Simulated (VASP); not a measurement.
Wanted: the native input for a VASP 6.6.1 run.

- Task: single point
- Functional: PBE
- Potentials or basis: VASP PAW PBE potentials, release 64 (Si, O)
- Cutoff: 520 eV
- k mesh: 6 × 6 × 6
- Occupations: fermi-dirac, width 0.05 eV
- Spin: no spin polarisation
- Dipole correction: no
- Further INCAR settings: ALGO = Normal; EDIFF = 1e-06; NBANDS = 44

The structure of SiO2 lies in POSCAR:

```
SiO2
1.0
   -4.5597498566      4.5597498566      2.6629945381
    4.5597498566     -4.5597498566      2.6629945381
    4.5597498566      4.5597498566     -2.6629945381
Si O
4 8
Direct
    0.8231114200      0.8231114200      0.6462228400
    0.1768885800      0.8231114200      0.0000000000
    0.8231114200      0.1768885800      0.0000000000
    0.1768885800      0.1768885800      0.3537771600
    0.0000000000      0.7914513400      0.7914513400
    0.2085486600      0.0000000000      0.2085486600
    0.7914513400      0.0000000000      0.7914513400
    0.0000000000      0.2085486600      0.2085486600
    0.0000000000      0.0000000000      0.5000000000
    0.5000000000      0.0000000000      0.0000000000
    0.0000000000      0.5000000000      0.0000000000
    0.5000000000      0.5000000000      0.5000000000
```

These files were run (other wordings do the same):

INCAR

```
ALGO = Normal ; EDIFF = 1E-6
ENCUT = 520 ; GGA = PE
ISIF = 2 ; ISMEAR = -1
LASPH = T ; LCHARG = F
LREAL = F ; LWAVE = F
NBANDS = 44 ; NELM = 60
PREC = Accurate ; SIGMA = 0.05
```

KPOINTS

```
k-points
0
Gamma
  6 6 6
```

Potentials or basis: VASP PAW PBE potentials, release 64 (Si, O).

Launch:

```sh
$ cat potpaw_PBE.64/Si/POTCAR potpaw_PBE.64/O/POTCAR > POTCAR
$ mpirun -np 1 vasp_std > vasp.out
```

Results of the run:

* Pressure: -4.3 GPa
* Largest force: 0.119 eV/Å
* Band gap on the k mesh: 5.20 eV

Caveat: the cell stands under tension.

Wall time 4.1 min on 1 thread of AMD EPYC 9R45 96-Core Processor (Zen 5) (shared host), peak memory 0.45 GiB.
